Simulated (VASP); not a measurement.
# ZnS (R3m) in VASP: further runs

ZnS is run at these levels: PBEsol; tasks: single point.

Everything below comes from runs of VASP 6.6.1. Logs are shortened: lines on timing, memory, paths and dates and some standing lists are left out, and cuts for length are marked.

## (1) The cell of the first run

It takes space group R3m (No. 160, trigonal). Conventional cell: a = 3.856 Å, b = 3.856 Å, c = 28.425 Å, α = 90.00°, β = 90.00°, γ = 120.00°. Zn (site symmetry 3m) has 4 S at 2.36 to 2.37 Å within 3.1 Å. Within 3.1 Å of Zn (site symmetry 3m) lie 4 S at 2.36 Å. Zn (site symmetry 3m) has 4 S at 2.36 to 2.37 Å within 3.1 Å. S (site symmetry 3m) has 4 Zn at 2.36 to 2.37 Å within 3.1 Å. Within 3.1 Å of S (site symmetry 3m) lie 4 Zn at 2.36 to 2.37 Å. S (site symmetry 3m) has 4 Zn at 2.36 Å within 3.1 Å.

## (2) Single point, PBEsol

File INCAR:

```
SYSTEM = ZnS
PREC = Accurate
ENCUT = 520
EDIFF = 1E-6
ISMEAR = 0
SIGMA = 0.01
LREAL = .FALSE.
LASPH = .TRUE.
NELM = 60
ALGO = Normal
ISIF = 2
LWAVE = .FALSE.
LCHARG = .FALSE.
GGA = PS
NBANDS = 36
```

File KPOINTS:

```
Automatic mesh
0
G
  6 6 6
  0 0 0
```

File POSCAR:

```
ZnS
1.0
    1.9281144824      1.1131974159      9.4750138880
   -1.9281144824      1.1131974159      9.4750138880
    0.0000000000     -2.2263948317      9.4750138880
Zn S
3 3
Direct
    0.9999711400      0.9999711400      0.9999711400
    0.2222694100      0.2222694100      0.2222694100
    0.4446134400      0.4446134400      0.4446134400
    0.0832671700      0.0832671700      0.0832671700
    0.5278423000      0.5278423000      0.5278423000
    0.3053625400      0.3053625400      0.3053625400
```

Potentials or basis: VASP PAW PBE potentials, release 64 (Zn, S).

The run is started by

```console
$ cat potpaw_PBE.64/Zn/POTCAR potpaw_PBE.64/S/POTCAR > POTCAR
$ mpirun -np 1 vasp_std > vasp.out
```

OUTCAR:

```text
SYSTEM = ZnS
   PREC = Accurate
   ENCUT = 520
   EDIFF = 1E-6
   ISMEAR = 0
   LREAL = .FALSE.
   LASPH = .TRUE.
   NELM = 60
   ISIF = 2
   GGA = PS

 ion  position               nearest neighbor table
   1  1.000  1.000  1.000-   6 2.36   6 2.36   6 2.36   4 2.37
   2  0.222  0.222  0.222-   6 2.36   5 2.36   5 2.36   5 2.36
   3  0.445  0.445  0.445-   4 2.36   4 2.36   4 2.36   5 2.37
   4  0.083  0.083  0.083-   3 2.36   3 2.36   3 2.36   1 2.37
   5  0.528  0.528  0.528-   2 2.36   2 2.36   2 2.36   3 2.37
   6  0.305  0.305  0.305-   2 2.36   1 2.36   1 2.36   1 2.36

  LATTYP: Found a trigonal (rhomboedric) cell.
 ALAT       =     9.7330736215
 COS(alpha) =     0.9215133826

  Lattice vectors:

 A1 = (   1.9281144824,   1.1131974159,   9.4750138880)
 A2 = (  -1.9281144824,   1.1131974159,   9.4750138880)
 A3 = (   0.0000000000,  -2.2263948317,   9.4750138880)

Analysis of symmetry for initial positions (statically):
=====================================================================
 Subroutine PRICEL returns:
 Original cell was already a primitive cell.

 Routine SETGRP: Setting up the symmetry group for a
 trigonal (rhombohedral) supercell.

 Subroutine GETGRP returns: Found  6 space group operations
 (whereof  6 operations were pure point group operations)
 out of a pool of 12 trial point group operations.

The static configuration has the point symmetry C_3v.

Analysis of symmetry for dynamics (positions and initial velocities):
=====================================================================
 Subroutine PRICEL returns:
 Original cell was already a primitive cell.

 Routine SETGRP: Setting up the symmetry group for a
 trigonal (rhombohedral) supercell.

 Subroutine GETGRP returns: Found  6 space group operations
 (whereof  6 operations were pure point group operations)
 out of a pool of 12 trial point group operations.

The dynamic configuration has the point symmetry C_3v.

 Subroutine INISYM returns: Found  6 space group operations
 (whereof  6 operations are pure point group operations),
 and found     1 'primitive' translations

----------------------------------------------------------------------------------------

                                     Primitive cell

  volume of cell :     122.0214

  direct lattice vectors                    reciprocal lattice vectors
     1.928114482  1.113197416  9.475013888     0.259320701  0.149718877  0.035180247
[... 96 lines left out ...]
   EDIFFG = 0.1E-04   stopping-criterion for IOM
   NSW    =      0    number of steps for IOM
   IBRION =     -1    ionic relax: 0-MD 1-quasi-New 2-CG
   NFREE  =      0    steps in history (QN), initial steepest desc. (CG)
   ISIF   =      2    stress and relaxation
   ISYM   =      2    0-nonsym 1-usesym 2-fastsym
   POTIM  = 0.5000    time-step for ionic-motion
   TEBEG  =    0.0;   TEEND  =   0.0 temperature during run
   PSTRESS=    0.0 pullay stress
   NELECT =      54.0000    total number of electrons
   NUPDOWN=      -1.0000    fix difference up-down
   EMIN   =  10.00;   EMAX   =-10.00  energy-range for DOS
   EFERMI =   0.00;   METHOD = LEGACY
   ISMEAR =     0;   SIGMA  =   0.01  broadening in eV -4-tet -1-fermi 0-gaus
   EFERMI_NEDOS =   21; number of points for ismear=-14 and -15
   IALGO  =     38    algorithm
   IMIX   =      4    mixing-type and parameters
     AMIX     =   0.40;   BMIX     =  1.00
     AMIX_MAG =   1.60;   BMIX_MAG =  1.00
  volume/ion in A,a.u.               =      20.34       137.24
  Fermi-wavevector in a.u.,A,eV,Ry     =   1.247558  2.357543 21.176118  1.556401
  Thomas-Fermi vector in A             =   2.381685
   LORBIT       =      0    0 simple, 1 ext, 2 COOP (PROOUT), +10 PAW based schemes
   GGA     = PS    functional components
   LHFCALC =     F    Hartree Fock is set to
   AEXX    =    0.0000 exact exchange contribution
   IVDW    =     0    specifies the selected vdW correction
   LEPSILON=     F    determine dielectric tensor
   LRPA    =     F    only Hartree local field effects (RPA)
 non-spin polarized calculation
 Gauss-broadening in eV      SIGMA  =   0.01
  energy-cutoff  :      520.00
  volume of cell :      122.02
 maximum number of plane-waves:      3311
   NGX = 37   NGY = 37   NGZ = 37

 number of electron      54.0000010 magnetization

 Free energy of the ion-electron system (eV)
  ---------------------------------------------------
  ext. energy  EPLUGINS =         0.00000000
  ---------------------------------------------------
  free energy    TOTEN  =       -22.67463281 eV

  energy without entropy =      -22.67463281  energy(sigma->0) =      -22.67463281

 E-fermi :   1.8575     XC(G=0):  -9.7020

 val. band max:        1.7493348550   @ k =   0.0000   0.0000   0.0000
 cond. band min:       3.6387622757   @ k =   0.0000   0.0000   0.0000
 fundamental gap:      1.8894274208
 Fermi energy:         1.8575287576

 k-point     1 :       0.0000    0.0000    0.0000
  band No.  band energies     occupation
      1     -11.2148      2.00000
      2     -10.5815      2.00000
      3     -10.5711      2.00000
      4      -4.5113      2.00000
      5      -4.5024      2.00000
      6      -4.5024      2.00000
[... 925 lines left out ...]
     35       9.1747      0.00000
     36      10.2476      0.00000

 [... further k-points ...]

------------------------ aborting loop because EDIFF is reached ----------------------------------------

  FORCE on cell =-STRESS in cart. coord.  units (eV):
  Direction    XX          YY          ZZ          XY          YZ          ZX
  --------------------------------------------------------------------------------------
  -------------------------------------------------------------------------------------
  Total       -2.8459878     -2.8459878     -2.8773656      0.0000000     -0.0000000      0.0000000
  in kB      -37.3686588    -37.3686589    -37.7806577      0.0000000     -0.0000000      0.0000000
  external PRESSURE =     -37.5059918 kB  Pullay stress =       0.0000000 kB

 VOLUME and BASIS-vectors are now :
 -----------------------------------------------------------------------------
  energy-cutoff  :      520.00
  volume of cell :      122.02
      direct lattice vectors                 reciprocal lattice vectors
     1.928114482  1.113197416  9.475013888     0.259320701  0.149718877  0.035180247
    -1.928114482  1.113197416  9.475013888    -0.259320701  0.149718877  0.035180247
     0.000000000 -2.226394832  9.475013888     0.000000000 -0.299437753  0.035180247

 POSITION                                       TOTAL-FORCE (eV/Angst)
 -----------------------------------------------------------------------------------
      0.00000      0.00000     28.42422         0.000000     -0.000000     -0.004279
      0.00000      0.00000      6.31802         0.000000     -0.000000     -0.005109
      0.00000      0.00000     12.63816         0.000000     -0.000000     -0.017567
      0.00000      0.00000      2.36687         0.000000      0.000000      0.010538
      0.00000      0.00000     15.00394         0.000000      0.000000      0.004071
      0.00000      0.00000      8.67994         0.000000      0.000000      0.012345
 -----------------------------------------------------------------------------------
    total drift:                               -0.000000      0.000000     -0.000608

  FREE ENERGIE OF THE ION-ELECTRON SYSTEM (eV)
  ---------------------------------------------------
  free  energy   TOTEN  =       -22.6746328134 eV

  energy  without entropy=      -22.6746328134  energy(sigma->0) =      -22.67463281
```

OSZICAR:

```text
N       E                     dE             d eps       ncg     rms          rms(c)
DAV:   1     0.407979121216E+03    0.40798E+03   -0.25203E+04  2304   0.179E+03
DAV:   2     0.265731722603E+02   -0.38141E+03   -0.36651E+03  2304   0.397E+02
DAV:   3    -0.219572627822E+02   -0.48530E+02   -0.47933E+02  2604   0.136E+02
DAV:   4    -0.238549017061E+02   -0.18976E+01   -0.18903E+01  2732   0.268E+01
DAV:   5    -0.238829467794E+02   -0.28045E-01   -0.28033E-01  2768   0.332E+00    0.109E+01
DAV:   6    -0.226700993133E+02    0.12128E+01   -0.28441E+00  3308   0.423E+01    0.848E+00
DAV:   7    -0.226976649250E+02   -0.27566E-01   -0.22711E+00  2536   0.727E+00    0.351E+00
DAV:   8    -0.226748831569E+02    0.22782E-01   -0.92431E-02  3036   0.306E+00    0.842E-01
DAV:   9    -0.226742504719E+02    0.63268E-03   -0.24423E-02  3076   0.211E+00    0.255E-01
DAV:  10    -0.226744257423E+02   -0.17527E-03   -0.15530E-03  3244   0.489E-01    0.162E-01
DAV:  11    -0.226746547026E+02   -0.22896E-03   -0.47666E-04  2572   0.419E-01    0.113E-01
DAV:  12    -0.226746301194E+02    0.24583E-04   -0.17560E-04  2848   0.366E-01    0.238E-02
DAV:  13    -0.226746295133E+02    0.60611E-06   -0.36056E-05  3072   0.607E-02    0.116E-02
DAV:  14    -0.226746324770E+02   -0.29637E-05   -0.66970E-06  2540   0.354E-02    0.678E-03
DAV:  15    -0.226746328134E+02   -0.33642E-06   -0.18868E-06  2004   0.305E-02
   1 F= -.22674633E+02 E0= -.22674633E+02  d E =-.758287E-55
```

Wall time 7.5 min (1 thread of Intel Xeon 6975P-C (Granite Rapids), shared host); peak memory 0.71 GiB.

Results:

- Free energy: -22.6746 eV
- Pressure: -3.8 GPa
- Largest force: 0.018 eV/Å
- Band gap on the k mesh: 1.89 eV, direct

Forces in eV/Å, atoms in the order of the input:
```
Zn   0.000  0.000 -0.004
Zn   0.000  0.000 -0.005
Zn   0.000  0.000 -0.018
S    0.000  0.000  0.011
S    0.000  0.000  0.004
S    0.000  0.000  0.012
```

Caveat: the PAW data sets were made with another functional, which shifts forces and pressure a little. A k mesh can miss the band edges.

## (3) Single point, PBEsol

This run uses another cell than the first one, of 20.92 Å³/atom, 1.029 times its volume.

File INCAR:

```
ALGO     = Normal         # electronic algorithm
EDIFF    = 1E-7           # SCF threshold, eV
ENCUT    = 520            # plane-wave cutoff, eV
GGA      = PS             # functional
ISIF     = 2              # what is computed and relaxed
ISMEAR   = 0              # smearing method
LASPH    = True           # aspherical terms in the spheres
LCHARG   = False          # write CHGCAR
LREAL    = False          # projectors in reciprocal space
LWAVE    = False          # write WAVECAR
NBANDS   = 36             # bands
NELM     = 100            # most SCF steps
PREC     = Accurate       # precision mode
SIGMA    = 0.01           # smearing width, eV
```

File KPOINTS:

```
k-points
0
Gamma
  6 6 6
```

POSCAR, as its differences from that of step 2:

```diff
@@ -2,5 +2,5 @@
 1.0
-    1.9281144824      1.1131974159      9.4750138880
-   -1.9281144824      1.1131974159      9.4750138880
-    0.0000000000     -2.2263948317      9.4750138880
+    1.9464785827      1.1237999341      9.5652575468
+   -1.9464785827      1.1237999341      9.5652575468
+    0.0000000000     -2.2475998682      9.5652575468
 Zn S
```

Potentials or basis: VASP PAW PBE potentials, release 64 (Zn, S).

The run is started by

```console
$ cat potpaw_PBE.64/Zn/POTCAR potpaw_PBE.64/S/POTCAR > POTCAR
$ mpirun -np 1 vasp_std > vasp.out
```

Run time: 9.1 min. Hardware: 1 thread of Intel Xeon 6975P-C (Granite Rapids), shared host; peak memory 0.92 GiB.

The run converged. Its results:

* Free energy: -22.5745 eV
* Pressure: -5.4 GPa
* Largest force: 0.021 eV/Å
* Band gap on the k mesh: 1.77 eV, direct

Forces on the atoms (eV/Å):
```
Zn   0.000  0.000 -0.007
Zn   0.000  0.000 -0.009
Zn   0.000  0.000 -0.021
S    0.000  0.000  0.015
S    0.000  0.000  0.007
S    0.000  0.000  0.015
```

Levels at points of the mesh, in eV from the valence-band top:
| k point | band 23 | band 24 | band 25 | band 26 | band 27 | band 28 | band 29 | band 30 | band 31 | band 32 |
| --- | --- | --- | --- | --- | --- | --- | --- | --- | --- | --- |
| (0.00, 0.00, 0.00) | -0.62 | -0.62 | -0.05 | 0.00 | 0.00 | 1.77 | 3.07 | 3.21 | 6.27 | 6.27 |
| (0.50, 0.00, 0.00) | -1.99 | -1.77 | -1.76 | -1.19 | -0.80 | 3.19 | 3.74 | 3.91 | 4.73 | 5.19 |
| (0.50, 0.50, 0.00) | -2.05 | -1.72 | -1.17 | -1.16 | -1.15 | 3.17 | 3.56 | 4.08 | 4.78 | 5.72 |
| (0.50, 0.50, 0.50) | -0.81 | -0.23 | -0.23 | -0.21 | -0.21 | 2.92 | 2.94 | 3.05 | 6.12 | 6.19 |

Caveat: the PAW data sets were made with another functional, which shifts forces and pressure a little. A k mesh can miss the band edges.
